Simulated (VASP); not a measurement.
# ZrB2 (P6/mmm) in VASP: further runs, part 2 of 2

VASP 6.6.1.

### Step 3. Electric field gradients, PBE

INCAR reads:

```
SYSTEM = ZrB2
PREC = Accurate ; ENCUT = 520
EDIFF = 1E-8 ; ISMEAR = -1
SIGMA = 0.15 ; LREAL = .FALSE.
LASPH = .TRUE. ; NELM = 100
ALGO = Normal ; ISIF = 2
LWAVE = .FALSE. ; LCHARG = .FALSE.
GGA = PE ; LEFG = .TRUE.
NBANDS = 16
```

KPOINTS reads:

```
Automatic mesh
0
G
  15 15 12
  0 0 0
```

POSCAR reads:

```
ZrB2
1.0
    3.1716376524      0.0000000000      0.0000000000
   -1.5858188262      2.7467187786      0.0000000000
    0.0000000000      0.0000000000      3.5418916955
Zr B
1 2
Direct
    0.0000000000      0.0000000000      0.0000000000
    0.3333333333      0.6666666667      0.5000000000
    0.6666666667      0.3333333333      0.5000000000
```

Potentials or basis: VASP PAW PBE potentials, release 64 (Zr_sv, B).

Launch:

```bash
$ cat potpaw_PBE.64/Zr_sv/POTCAR potpaw_PBE.64/B/POTCAR > POTCAR
$ mpirun -np 1 vasp_std > vasp.out
```

OUTCAR:

```text
SYSTEM = ZrB2
   PREC = Accurate
   ENCUT = 520
   EDIFF = 1E-8
   ISMEAR = -1
   LREAL = .FALSE.
   LASPH = .TRUE.
   NELM = 100
   ISIF = 2
   GGA = PE

 ion  position               nearest neighbor table
   1  0.000  0.000  0.000-   2 2.55   3 2.55   2 2.55   3 2.55   3 2.55   3 2.55   2 2.55   2 2.55
                             3 2.55   3 2.55   2 2.55   2 2.55
   2  0.333  0.667  0.500-   3 1.83   3 1.83   3 1.83   1 2.55   1 2.55   1 2.55   1 2.55   1 2.55
                             1 2.55
   3  0.667  0.333  0.500-   2 1.83   2 1.83   2 1.83   1 2.55   1 2.55   1 2.55   1 2.55   1 2.55
                             1 2.55

  LATTYP: Found a hexagonal cell.
 ALAT       =     3.1716376524
 C/A-ratio  =     1.1167390742

  Lattice vectors:

 A1 = (   3.1716376524,   0.0000000000,   0.0000000000)
 A2 = (  -1.5858188262,   2.7467187786,   0.0000000000)
 A3 = (   0.0000000000,   0.0000000000,   3.5418916955)

Analysis of symmetry for initial positions (statically):
=====================================================================
 Subroutine PRICEL returns:
 Original cell was already a primitive cell.

 Routine SETGRP: Setting up the symmetry group for a
 hexagonal supercell.

 Subroutine GETGRP returns: Found 24 space group operations
 (whereof 24 operations were pure point group operations)
 out of a pool of 24 trial point group operations.

The static configuration has the point symmetry D_6h.

Analysis of symmetry for dynamics (positions and initial velocities):
=====================================================================
 Subroutine PRICEL returns:
 Original cell was already a primitive cell.

 Routine SETGRP: Setting up the symmetry group for a
 hexagonal supercell.

 Subroutine GETGRP returns: Found 24 space group operations
 (whereof 24 operations were pure point group operations)
 out of a pool of 24 trial point group operations.

The dynamic configuration has the point symmetry D_6h.

 Subroutine INISYM returns: Found 24 space group operations
 (whereof 24 operations are pure point group operations),
 and found     1 'primitive' translations

----------------------------------------------------------------------------------------

                                     Primitive cell

  volume of cell :      30.8555

  direct lattice vectors                    reciprocal lattice vectors
     3.171637652  0.000000000  0.000000000     0.315294529  0.182035381  0.000000000
    -1.585818826  2.746718779  0.000000000     0.000000000  0.364070762  0.000000000
     0.000000000  0.000000000  3.541891695     0.000000000  0.000000000  0.282335002

  length of vectors
     3.171637652  3.171637652  3.541891695     0.364070762  0.364070762  0.282335002

  position of ions in fractional coordinates (direct lattice)
     0.000000000  0.000000000  0.000000000
     0.333333333  0.666666667  0.500000000
     0.666666667  0.333333333  0.500000000

  ion indices of the primitive-cell ions
   primitive index   ion index
                 1           1
                 2           2
                 3           3

[... 87 lines left out ...]
   EFERMI_NEDOS =   21; number of points for ismear=-14 and -15
   IALGO  =     38    algorithm
   IMIX   =      4    mixing-type and parameters
     AMIX     =   0.40;   BMIX     =  1.00
     AMIX_MAG =   1.60;   BMIX_MAG =  1.00
  volume/ion in A,a.u.               =      10.29        69.41
  Fermi-wavevector in a.u.,A,eV,Ry     =   1.367901  2.584958 25.458582  1.871153
  Thomas-Fermi vector in A             =   2.493913
   LORBIT       =      0    0 simple, 1 ext, 2 COOP (PROOUT), +10 PAW based schemes
   GGA     = PE    functional components
   LHFCALC =     F    Hartree Fock is set to
   AEXX    =    0.0000 exact exchange contribution
   IVDW    =     0    specifies the selected vdW correction
   LEPSILON=     F    determine dielectric tensor
   LRPA    =     F    only Hartree local field effects (RPA)
 non-spin polarized calculation
  energy-cutoff  :      520.00
  volume of cell :       30.86
 maximum number of plane-waves:       852
 NGX is ok and might be reduce to    24
   NGX = 11   NGY = 11   NGZ = 13

 number of electron      18.0000000 magnetization

 Free energy of the ion-electron system (eV)
  ---------------------------------------------------
  ext. energy  EPLUGINS =         0.00000000
  ---------------------------------------------------
  free energy    TOTEN  =       -24.98852912 eV

  energy without entropy =      -24.96666872  energy(sigma->0) =      -24.97759892

 E-fermi :  10.4709     XC(G=0): -12.4263

 val. band max:       10.4698530993   @ k =   0.0667   0.0667   0.4167
 cond. band min:      10.4721756039   @ k =   0.4000   0.1333   0.0000
 fundamental gap:      0.0023225046
 Fermi energy:        10.4709097326

 k-point     1 :       0.0000    0.0000    0.0000
  band No.  band energies     occupation
      1     -38.1593      2.00000
      2     -16.3454      2.00000
      3     -15.7930      2.00000
      4     -15.7930      2.00000
      5      -2.2293      2.00000
      6       7.8768      2.00000
[... 433 lines left out ...]
      3     -16.2159      2.00000
      4     -16.1593      2.00000
      5       2.1571      2.00000
      6       2.2374      2.00000
[... 8 lines left out ...]
     15      19.8302      0.00000
     16      20.0764      0.00000

 [... further k-points ...]

------------------------ aborting loop because EDIFF is reached ----------------------------------------

  FORCE on cell =-STRESS in cart. coord.  units (eV):
  Direction    XX          YY          ZZ          XY          YZ          ZX
  --------------------------------------------------------------------------------------
  -------------------------------------------------------------------------------------
  Total        0.0219723      0.0219723      0.0340589      0.0000000      0.0000000      0.0000000
  in kB        1.1409140      1.1409140      1.7685114      0.0000000      0.0000000      0.0000000
  external PRESSURE =       1.3501131 kB  Pullay stress =       0.0000000 kB

 VOLUME and BASIS-vectors are now :
 -----------------------------------------------------------------------------
  energy-cutoff  :      520.00
  volume of cell :       30.86
      direct lattice vectors                 reciprocal lattice vectors
     3.171637652  0.000000000  0.000000000     0.315294529  0.182035381  0.000000000
    -1.585818826  2.746718779  0.000000000     0.000000000  0.364070762  0.000000000
     0.000000000  0.000000000  3.541891695     0.000000000  0.000000000  0.282335002

 POSITION                                       TOTAL-FORCE (eV/Angst)
 -----------------------------------------------------------------------------------
      0.00000      0.00000      0.00000        -0.000000      0.000000      0.000000
     -0.00000      1.83115      1.77095        -0.000000      0.000000      0.000000
      1.58582      0.91557      1.77095         0.000000     -0.000000      0.000000
 -----------------------------------------------------------------------------------
    total drift:                               -0.000000      0.000000      0.000000

  FREE ENERGIE OF THE ION-ELECTRON SYSTEM (eV)
  ---------------------------------------------------
  free  energy   TOTEN  =       -24.9885291168 eV

  energy  without entropy=      -24.9666687228  energy(sigma->0) =      -24.97759892

 Electric field gradients (V/A^2)
---------------------------------------------------------------------
 ion       V_xx      V_yy      V_zz      V_xy      V_xz      V_yz
---------------------------------------------------------------------
   1     -20.858   -20.858    41.716    -0.000    -0.000    -0.000
   2      -0.966    -0.966     1.933    -0.000     0.000    -0.000
   3      -0.966    -0.966     1.933    -0.000     0.000     0.000
---------------------------------------------------------------------

 Electric field gradients after diagonalization (V/A^2)
 (convention: |V_zz| > |V_xx| > |V_yy|)
----------------------------------------------------------------------
 ion       V_xx      V_yy      V_zz     asymmetry (V_yy - V_xx)/ V_zz
----------------------------------------------------------------------
   1     -20.858   -20.858    41.716       0.000
   2      -0.967    -0.966     1.933       0.000
   3      -0.967    -0.966     1.933       0.000
----------------------------------------------------------------------

           NMR quadrupolar parameters

 Cq : quadrupolar parameter    Cq=e*Q*V_zz/h
 eta: asymmetry parameters     (V_yy - V_xx)/ V_zz
 Q  : nuclear electric quadrupole moment in mb (millibarn)
----------------------------------------------------------------------
 ion       Cq(MHz)       eta       Q (mb)
----------------------------------------------------------------------
   1       0.101       0.000       1.000
   2       0.005       0.000       1.000
   3       0.005       0.000       1.000
----------------------------------------------------------------------
```

Run time: 39 s. Hardware: 1 thread of Intel Xeon Platinum 8488C (Sapphire Rapids), shared host; peak memory 0.21 GiB.

What came out:

```yaml
Free_energy: -24.9885 eV
Pressure: 0.1 GPa
Band_gap_on_the_k_mesh: zero (band 9 reaches 11.27 eV, above the bottom of band 10 at 10.26 eV)
```

Levels at points of the mesh, in eV from the Fermi level:
```tsv
k point	band 6	band 7	band 8	band 9	band 10	band 11	band 12	band 13
(0.00, 0.00, 0.00)	-2.59	-2.59	-2.57	-2.35	3.40	3.40	4.16	4.16
(0.00, 0.00, 0.50)	-6.94	-0.94	-0.94	0.36	0.36	0.79	0.79	1.81
```

Electric field gradients, principal values (V/Å²):
```
atom    least   middle  greatest (by size)
1 Zr  -20.858  -20.858              41.716
 2 B   -0.966   -0.967               1.933
 3 B   -0.966   -0.967               1.933
```

Caveat: without QUAD_EFG the Cq values of the log hold for a quadrupole moment of 1 mb, not for the nuclei.

### Step 4. Vibrations by perturbation theory, PBE

INCAR reads:

```
  ALGO = Normal
  EDIFF = 1E-8
  ENCUT = 520
  GGA = PE
  IBRION = 8
  ISIF = 2
  ISMEAR = -1
  LASPH = True
  LCHARG = False
  LREAL = False
  LWAVE = False
  NBANDS = 16
  NELM = 100
  NSW = 1
  PREC = Accurate
  SIGMA = 0.15
```

KPOINTS reads:

```
k-points
0
Gamma
  15 15 12
```

POSCAR is that of step 3.

Potentials or basis: VASP PAW PBE potentials, release 64 (Zr_sv, B).

Launch:

```bash
$ cat potpaw_PBE.64/Zr_sv/POTCAR potpaw_PBE.64/B/POTCAR > POTCAR
$ mpirun -np 1 vasp_std > vasp.out
```

OUTCAR:

```text
EDIFF = 1E-8
   ENCUT = 520
   GGA = PE
   IBRION = 8
   ISIF = 2
   ISMEAR = -1
   LASPH = True
   LREAL = False
   NELM = 100
   NSW = 1
   PREC = Accurate

 ion  position               nearest neighbor table
   1  0.000  0.000  0.000-   2 2.55   3 2.55   2 2.55   3 2.55   3 2.55   3 2.55   2 2.55   2 2.55
                             3 2.55   3 2.55   2 2.55   2 2.55
   2  0.333  0.667  0.500-   3 1.83   3 1.83   3 1.83   1 2.55   1 2.55   1 2.55   1 2.55   1 2.55
                             1 2.55
   3  0.667  0.333  0.500-   2 1.83   2 1.83   2 1.83   1 2.55   1 2.55   1 2.55   1 2.55   1 2.55
                             1 2.55

  LATTYP: Found a hexagonal cell.
 ALAT       =     3.1716376524
 C/A-ratio  =     1.1167390742

  Lattice vectors:

 A1 = (   3.1716376524,   0.0000000000,   0.0000000000)
 A2 = (  -1.5858188262,   2.7467187786,   0.0000000000)
 A3 = (   0.0000000000,   0.0000000000,   3.5418916955)

[... 714 lines left out ...]
  x     0.00000     0.00000     0.00000    -2.09143     0.00000     0.00000
  y    -2.09143     2.09143    -0.00000     0.00000     0.00000     0.00000
  z     0.00000     0.00000     0.00000     0.00000     0.00000     0.00000

 SECOND DERIVATIVES (NOT SYMMETRIZED)
 ------------------------------------
               1X          1Y          1Z          2X          2Y          2Z          3X          3Y          3Z
  1X   -12.967411    0.000000    0.000000    6.483705    0.000000    0.000000    6.483705    0.000000    0.000000
  1Y     0.000000  -12.967411    0.000000    0.000000    6.483705    0.000000    0.000000    6.483705    0.000000
  1Z    -0.000000    0.000000  -14.043521    0.000000    0.000000    7.021760    0.000000    0.000000    7.021760
  2X     6.475896    0.000000    0.000000  -14.899346    0.000000    0.000000    8.423450    0.000000    0.000000
  2Y     0.000000    6.475896    0.000000    0.000000  -14.899346    0.000000   -0.000000    8.423450    0.000000
  2Z    -0.000000   -0.000000    7.013750    0.000000    0.000000   -9.598187    0.000000   -0.000000    2.584437
  3X     6.475896    0.000000    0.000000    8.423450    0.000000    0.000000  -14.899346    0.000000    0.000000
  3Y     0.000000    6.475896    0.000000   -0.000000    8.423450    0.000000    0.000000  -14.899346    0.000000
  3Z    -0.000000   -0.000000    7.013750    0.000000   -0.000000    2.584437    0.000000    0.000000   -9.598187

 Eigenvectors and eigenvalues of the dynamical matrix
 ----------------------------------------------------

   1 f  =   22.961915 THz   144.273967 2PiTHz  765.927041 cm-1    94.962807 meV
             X         Y         Z           dx          dy          dz
      0.000000  0.000000  0.000000     0.000000    0.000000   -0.000000
     -0.000000  1.831146  1.770946    -0.000007    0.707107   -0.000000
      1.585819  0.915573  1.770946     0.000007   -0.707107    0.000000
[... 43 lines left out ...]
   9 f/i=    0.003193 THz     0.020062 2PiTHz    0.106507 cm-1     0.013205 meV
             X         Y         Z           dx          dy          dz
      0.000000  0.000000  0.000000    -0.597385   -0.671817   -0.000000
     -0.000000  1.831146  1.770946    -0.205776   -0.231415   -0.000000
      1.585819  0.915573  1.770946    -0.205776   -0.231415   -0.000000

--------------------------------------------------------------------------------------------------------

 ELASTIC MODULI CONTR FROM IONIC RELAXATION (kBar)
 Direction    XX          YY          ZZ          XY          YZ          ZX
 --------------------------------------------------------------------------------
 XX         -19.4766     19.4766     -0.0000     -0.0000     -0.0000      0.0000
 YY          19.4766    -19.4766      0.0000      0.0000      0.0000      0.0000
 ZZ          -0.0000      0.0000     -0.0000     -0.0000     -0.0000      0.0000
 XY          -0.0000      0.0000     -0.0000    -19.4766      0.0000      0.0000
 YZ          -0.0000      0.0000     -0.0000      0.0000     -0.0000      0.0000
 ZX           0.0000      0.0000      0.0000      0.0000      0.0000      0.0000
 --------------------------------------------------------------------------------
```

OSZICAR:

```text
N       E                     dE             d eps       ncg     rms          rms(c)
DAV:   1     0.101527344285E+03    0.10153E+03   -0.96655E+03  6048   0.112E+03
DAV:   2    -0.235231669973E+02   -0.12505E+03   -0.12039E+03  7960   0.289E+02
DAV:   3    -0.276178920443E+02   -0.40947E+01   -0.40769E+01  9224   0.448E+01
DAV:   4    -0.276735276169E+02   -0.55636E-01   -0.55624E-01  7440   0.488E+00
[... 97 lines left out ...]
RMM:  15    -0.449134602274E-01    0.46865E-10    0.61551E-07 21479   0.314E-05    0.185E-06
RMM:  16    -0.449134592336E-01    0.99375E-09    0.39488E-07 20700   0.235E-05    0.122E-06
RMM:  17    -0.449134585627E-01    0.67091E-09    0.24928E-07 19642   0.196E-05    0.467E-07
RMM:  18    -0.449134586119E-01   -0.49221E-10    0.14221E-07 16720   0.173E-05    0.267E-07
RMM:  19    -0.449134583228E-01    0.28913E-09    0.88052E-08 15757   0.164E-05    0.757E-08
 Linear response finished
```

Wall time 12 min (1 thread of Intel Xeon Platinum 8488C (Sapphire Rapids), shared host); peak memory 0.83 GiB.

Results:

```yaml
Highest_phonon_frequency_at_Γ_LO-TO_splitting_left_out: 766 cm⁻¹
```

Phonon frequencies in cm⁻¹ (negative: imaginary):
```csv
q point,frequencies
"(0.000, 0.000, 0.000)",0 0 0 449 449 467 554 766 766
```
